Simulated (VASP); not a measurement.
The system is AlN.

```xyz
2
Lattice="0.0000 2.1840 2.1840 2.1840 0.0000 2.1840 2.1840 2.1840 0.0000" Properties=species:S:1:pos:R:3 pbc="T T T"
Al    0.0000    0.0000    0.0000
N     3.2760    3.2760    3.2760
```

| Item | Value |
| --- | --- |
| Program | VASP 6.6.1 |
| Task | relaxation of cell and atoms |
| Functional | PBE |
| Potentials or basis | VASP PAW PBE potentials, release 64 (Al, N) |
| Cutoff | 600 eV |
| k mesh | 10 × 10 × 10 |
| Occupations | gaussian, width 0.02 eV |
| Spin | no spin polarisation |

At the start: pressure 4.5 GPa; volume 10.42 Å³/atom.

Q: How do energy, volume and symmetry change on relaxing?

A: Over 3 steps the energy falls by 3.2 meV/atom and the volume is 10.65 Å³/atom (+2.2 %); space group F-43m (No. 216, to 0.1 Å) before and after.

Step by step:
| step | energy change (eV) | largest force (eV/Å) | pressure (GPa) | volume (Å³) |
| --- | --- | --- | --- | --- |
| 1 | 0.0000 | 0.0000 | 4.48 | 20.83 |
| 2 | -0.0014 | 0.0000 | -3.67 | 21.72 |
| 3 | -0.0064 | 0.0000 | 0.00 | 21.30 |

Final structure:
```cif
data_structure
_symmetry_space_group_name_H-M 'P 1'
_symmetry_Int_Tables_number 1
_cell_length_a 3.1115
_cell_length_b 3.1115
_cell_length_c 3.1115
_cell_angle_alpha 60.000
_cell_angle_beta 60.000
_cell_angle_gamma 60.000
_cell_volume 21.30
loop_
_atom_site_label
_atom_site_type_symbol
_atom_site_fract_x
_atom_site_fract_y
_atom_site_fract_z
_atom_site_occupancy
Al1 Al 0.00000 0.00000 0.00000 1
N1 N 0.75000 0.75000 0.75000 1
```
